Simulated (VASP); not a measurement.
# InSb (I-4m2) in VASP: single point with PBEsol

Aim: the single point of InSb with PBEsol.

Program: VASP 6.6.1. These are calculated values, not measurements. Logs are shortened: lines on timing, memory, paths and dates and some standing lists are left out, and cuts for length are marked.

**1. The cell of the first run**

It takes space group I-4m2 (No. 119, tetragonal). Conventional cell: a = 5.906 Å, b = 5.906 Å, c = 3.412 Å, α = 90.00°, β = 90.00°, γ = 90.00°. In (site symmetry -4m2) has 8 Sb at 3.07 to 3.91 Å and 2 In at 3.41 Å within 4.0 Å. Sb (site symmetry -4m2) has 8 In at 3.07 to 3.91 Å and 2 Sb at 3.41 Å within 4.0 Å.

**2. Single point, PBEsol (Ga replaced by In, lengths x 1.046, strained)**

INCAR reads:

```
PREC = Accurate
ENCUT = 520
EDIFF = 1E-7
ISMEAR = 0
SIGMA = 0.1
LREAL = False
LASPH = True
NELM = 100
ALGO = Normal
ISIF = 2
LWAVE = False
LCHARG = True
GGA = PS
LELF = True
LVHAR = True
NBANDS = 16
```

KPOINTS reads:

```
Automatic mesh
0
Gamma
  6 6 6
```

POSCAR reads:

```
InSb
1.0
   -2.9532389954      2.9532389954      1.7061378419
    2.9532389954     -2.9532389954      1.7061378419
    2.9532389954      2.9532389954     -1.7061378419
In Sb
1 1
Direct
    0.2500000000      0.7500000000      0.5000000000
    0.0000000000      0.0000000000      0.0000000000
```

Potentials or basis: VASP PAW PBE potentials, release 64 (In_d, Sb).

Started as:

```console
cat potpaw_PBE.64/In_d/POTCAR potpaw_PBE.64/Sb/POTCAR > POTCAR
mpirun -np 1 vasp_std > vasp.out
```

OUTCAR:

```text
PREC = Accurate
   ENCUT = 520
   EDIFF = 1E-7
   ISMEAR = 0
   LREAL = False
   LASPH = True
   NELM = 100
   ISIF = 2
   GGA = PS

 ion  position               nearest neighbor table
   1  0.250  0.750  0.500-   2 3.07   2 3.07   2 3.07   2 3.07
   2  0.000  0.000  0.000-   1 3.07   1 3.07   1 3.07   1 3.07

  LATTYP: Found a body centered tetragonal cell.
 ALAT       =     5.9064779908
 C/A-ratio  =     0.5777174975

  Lattice vectors:

 A1 = (  -2.9532389954,   2.9532389954,   1.7061378419)
 A2 = (   2.9532389954,  -2.9532389954,   1.7061378419)
 A3 = (   2.9532389954,   2.9532389954,  -1.7061378419)

Analysis of symmetry for initial positions (statically):
=====================================================================
 Subroutine PRICEL returns:
 Original cell was already a primitive cell.

 Routine SETGRP: Setting up the symmetry group for a
 body centered tetragonal supercell.

 Subroutine GETGRP returns: Found  8 space group operations
 (whereof  8 operations were pure point group operations)
 out of a pool of 16 trial point group operations.

The static configuration has the point symmetry D_2d.

Analysis of symmetry for dynamics (positions and initial velocities):
=====================================================================
 Subroutine PRICEL returns:
 Original cell was already a primitive cell.

 Routine SETGRP: Setting up the symmetry group for a
 body centered tetragonal supercell.

 Subroutine GETGRP returns: Found  8 space group operations
 (whereof  8 operations were pure point group operations)
 out of a pool of 16 trial point group operations.

The dynamic configuration has the point symmetry D_2d.

 Subroutine INISYM returns: Found  8 space group operations
 (whereof  8 operations are pure point group operations),
 and found     1 'primitive' translations

----------------------------------------------------------------------------------------

                                     Primitive cell

  volume of cell :      59.5211

  direct lattice vectors                    reciprocal lattice vectors
    -2.953238995  2.953238995  1.706137842     0.000000000  0.169305634  0.293059557
     2.953238995 -2.953238995  1.706137842     0.169305634  0.000000000  0.293059557
     2.953238995  2.953238995 -1.706137842     0.169305634  0.169305634  0.000000000

  length of vectors
     4.511557100  4.511557100  4.511557100     0.338449851  0.338449851  0.239434324

  position of ions in fractional coordinates (direct lattice)
     0.250000000  0.750000000  0.500000000
     0.000000000  0.000000000  0.000000000

  ion indices of the primitive-cell ions
   primitive index   ion index
                 1           1
                 2           2

----------------------------------------------------------------------------------------

 KPOINTS: Automatic mesh

Automatic generation of k-mesh.
 Grid dimensions read from file:
 generate k-points for:    6    6    6

 Generating k-lattice:

  Cartesian coordinates                     Fractional coordinates (reciprocal lattice)
     0.000000000  0.028217606  0.048843259     0.166666667  0.000000000 -0.000000000
     0.028217606  0.000000000  0.048843259     0.000000000  0.166666667 -0.000000000
     0.028217606  0.028217606  0.000000000     0.000000000  0.000000000  0.166666667

  Length of vectors
     0.056408308  0.056408308  0.039905721

  Shift w.r.t. Gamma in fractional coordinates (k-lattice)
     0.000000000  0.000000000  0.000000000

 Subroutine IBZKPT returns following result:
 ===========================================

 Found     30 irreducible k-points:

 Following reciprocal coordinates:
            Coordinates               Weight
  0.000000  0.000000  0.000000      1.000000
  0.166667  0.000000 -0.000000      8.000000
  0.333333  0.000000 -0.000000      8.000000
  0.500000  0.000000  0.000000      4.000000
  0.166667  0.166667 -0.000000      8.000000
  0.333333  0.166667 -0.000000     16.000000
[... 16 lines left out ...]
 -0.333333 -0.333333  0.166667      8.000000
 -0.166667 -0.333333  0.166667      8.000000
 [... further k-points ...]
   k-points           NKPTS =     30   k-points in BZ     NKDIM =     30   number of bands    NBANDS=     16
   number of dos      NEDOS =    301   number of ions     NIONS =      2
   total plane-waves  NPLWV =  46656
   dimension x,y,z NGX =    36 NGY =   36 NGZ =   36
   dimension x,y,z NGXF=    72 NGYF=   72 NGZF=   72
   ions per type =               1   1
   NGX,Y,Z   is equivalent  to a cutoff of  13.27, 13.27, 13.27 a.u.
   NGXF,Y,Z  is equivalent  to a cutoff of  26.53, 26.53, 26.53 a.u.
 SYSTEM =  unknown system
   PREC   = accura    normal or accurate (medium, high low for compatibility)
   ISTART =      0    job   : 0-new  1-cont  2-samecut
   ICHARG =      2    charge: 1-file 2-atom 10-const
   ISPIN  =      1    spin polarized calculation?
   LNONCOLLINEAR =      F non collinear calculations
   LSORBIT =      F    spin-orbit coupling
   LASPH  =      T    aspherical Exc in radial PAW
   ENCUT  =  520.0 eV  38.22 Ry    6.18 a.u.   8.39  8.39  8.39*2*pi/ulx,y,z
   NELM   =    100;   NELMIN=  2; NELMDL= -5     # of ELM steps
   EDIFF  = 0.1E-06   stopping-criterion for ELM
   LREAL  =      F    real-space projection
   EDIFFG = 0.1E-05   stopping-criterion for IOM
   NSW    =      0    number of steps for IOM
   IBRION =     -1    ionic relax: 0-MD 1-quasi-New 2-CG
   NFREE  =      0    steps in history (QN), initial steepest desc. (CG)
   ISIF   =      2    stress and relaxation
   ISYM   =      2    0-nonsym 1-usesym 2-fastsym
   POTIM  = 0.5000    time-step for ionic-motion
   TEBEG  =    0.0;   TEEND  =   0.0 temperature during run
   PSTRESS=    0.0 pullay stress
   NELECT =      18.0000    total number of electrons
   NUPDOWN=      -1.0000    fix difference up-down
   EMIN   =  10.00;   EMAX   =-10.00  energy-range for DOS
   EFERMI =   0.00;   METHOD = LEGACY
   ISMEAR =     0;   SIGMA  =   0.10  broadening in eV -4-tet -1-fermi 0-gaus
   EFERMI_NEDOS =   21; number of points for ismear=-14 and -15
   IALGO  =     38    algorithm
   IMIX   =      4    mixing-type and parameters
     AMIX     =   0.40;   BMIX     =  1.00
     AMIX_MAG =   1.60;   BMIX_MAG =  1.00
  volume/ion in A,a.u.               =      29.76       200.83
  Fermi-wavevector in a.u.,A,eV,Ry     =   1.098859  2.076542 16.428909  1.207491
  Thomas-Fermi vector in A             =   2.235244
   LORBIT       =      0    0 simple, 1 ext, 2 COOP (PROOUT), +10 PAW based schemes
   GGA     = PS    functional components
   LHFCALC =     F    Hartree Fock is set to
   AEXX    =    0.0000 exact exchange contribution
   IVDW    =     0    specifies the selected vdW correction
   LEPSILON=     F    determine dielectric tensor
   LRPA    =     F    only Hartree local field effects (RPA)
 non-spin polarized calculation
 Gauss-broadening in eV      SIGMA  =   0.10
  energy-cutoff  :      520.00
  volume of cell :       59.52
 maximum number of plane-waves:      1631
 NGX is ok and might be reduce to    36
   NGX = 17   NGY = 17   NGZ = 17

 number of electron      18.0000001 magnetization

 Free energy of the ion-electron system (eV)
  ---------------------------------------------------
  ext. energy  EPLUGINS =         0.00000000
  ---------------------------------------------------
  free energy    TOTEN  =        -7.44579103 eV

  energy without entropy =       -7.44087163  energy(sigma->0) =       -7.44333133

 E-fermi :   6.5024     XC(G=0):  -9.7846

 val. band max:        6.4657353588   @ k =   0.3333   0.1667  -0.0000
 cond. band min:       6.7310760489   @ k =   0.3333   0.0000  -0.0000
 fundamental gap:      0.2653406901
 Fermi energy:         6.5024476589

 k-point     1 :       0.0000    0.0000    0.0000
  band No.  band energies     occupation
      1      -8.1577      2.00000
      2      -7.9969      2.00000
      3      -7.9902      2.00000
      4      -7.9496      2.00000
      5      -7.9496      2.00000
      6      -4.5717      2.00000
[... 8 lines left out ...]
     15      14.7675      0.00000
     16      16.3276      0.00000

 k-point     2 :       0.1667    0.0000   -0.0000
  band No.  band energies     occupation
      1      -8.0951      2.00000
      2      -8.0019      2.00000
      3      -7.9840      2.00000
      4      -7.9739      2.00000
      5      -7.9714      2.00000
      6      -4.1384      2.00000
[... 8 lines left out ...]
     15      14.1606      0.00000
     16      14.9795      0.00000

 k-point     3 :       0.3333    0.0000   -0.0000
  band No.  band energies     occupation
      1      -8.0365      2.00000
      2      -8.0268      2.00000
      3      -8.0053      2.00000
      4      -7.9623      2.00000
      5      -7.9593      2.00000
      6      -2.9388      2.00000
[... 8 lines left out ...]
     15      13.0925      0.00000
     16      16.0922      0.00000

 k-point     4 :       0.5000    0.0000    0.0000
  band No.  band energies     occupation
      1      -8.0613      2.00000
      2      -8.0517      2.00000
      3      -8.0103      2.00000
      4      -7.9495      2.00000
      5      -7.8986      2.00000
      6      -1.8950      2.00000
[... 8 lines left out ...]
     15      15.8181      0.00000
     16      15.9945      0.00000
[... 324 lines left out ...]
 k-point    22 :      -0.1667    0.5000    0.1667
  band No.  band energies     occupation
      1      -8.0499      2.00000
      2      -8.0244      2.00000
      3      -8.0166      2.00000
      4      -7.9593      2.00000
      5      -7.9470      2.00000
      6      -2.1860      2.00000
[... 8 lines left out ...]
     15      16.2642      0.00000
     16      16.6970      0.00000

 k-point    23 :      -0.3333   -0.3333    0.1667
  band No.  band energies     occupation
      1      -8.0534      2.00000
      2      -8.0241      2.00000
      3      -8.0179      2.00000
      4      -7.9606      2.00000
      5      -7.9451      2.00000
      6      -1.9815      2.00000
[... 8 lines left out ...]
     15      16.2476      0.00000
     16      16.7371      0.00000

 k-point    24 :      -0.1667   -0.3333    0.1667
  band No.  band energies     occupation
      1      -8.0523      2.00000
      2      -8.0489      2.00000
      3      -8.0213      2.00000
      4      -7.9517      2.00000
      5      -7.9031      2.00000
      6      -2.0268      2.00000
[... 8 lines left out ...]
     15      15.5030      0.00000
     16      17.2290      0.00000

 [... further k-points ...]

------------------------ aborting loop because EDIFF is reached ----------------------------------------

  FORCE on cell =-STRESS in cart. coord.  units (eV):
  Direction    XX          YY          ZZ          XY          YZ          ZX
  --------------------------------------------------------------------------------------
  -------------------------------------------------------------------------------------
  Total       -1.1626795     -1.1626795     -2.3224135      0.0000000     -0.0000000      0.0000000
  in kB      -31.2967556    -31.2967556    -62.5142236      0.0000000     -0.0000000      0.0000000
  external PRESSURE =     -41.7025783 kB  Pullay stress =       0.0000000 kB

 VOLUME and BASIS-vectors are now :
 -----------------------------------------------------------------------------
  energy-cutoff  :      520.00
  volume of cell :       59.52
      direct lattice vectors                 reciprocal lattice vectors
    -2.953238995  2.953238995  1.706137842     0.000000000  0.169305634  0.293059557
     2.953238995 -2.953238995  1.706137842     0.169305634  0.000000000  0.293059557
     2.953238995  2.953238995 -1.706137842     0.169305634  0.169305634  0.000000000

 POSITION                                       TOTAL-FORCE (eV/Angst)
 -----------------------------------------------------------------------------------
      2.95324     -0.00000      0.85307        -0.000000     -0.000000     -0.000000
      0.00000      0.00000      0.00000         0.000000      0.000000      0.000000
 -----------------------------------------------------------------------------------
    total drift:                               -0.000000      0.000000      0.000000

  FREE ENERGIE OF THE ION-ELECTRON SYSTEM (eV)
  ---------------------------------------------------
  free  energy   TOTEN  =        -7.4457910321 eV

  energy  without entropy=       -7.4408716302  energy(sigma->0) =       -7.44333133
```

Wall time 34 s (1 thread of Intel Xeon 6975P-C (Granite Rapids), shared host); peak memory 0.2 GiB.

Results:

| Property | Result |
| --- | --- |
| Free energy | -7.4458 eV |
| Pressure | -4.2 GPa |
| Band gap on the k mesh | zero (band 9 reaches 8.24 eV, above the bottom of band 10 at 3.83 eV) |

Caveat: the cell differs from its parent crystal (Ga replaced by In, lengths x 1.046, strained); the PAW data sets were made with another functional, which shifts forces and pressure a little; spin-orbit coupling is left out, which moves the levels of the heavy elements.
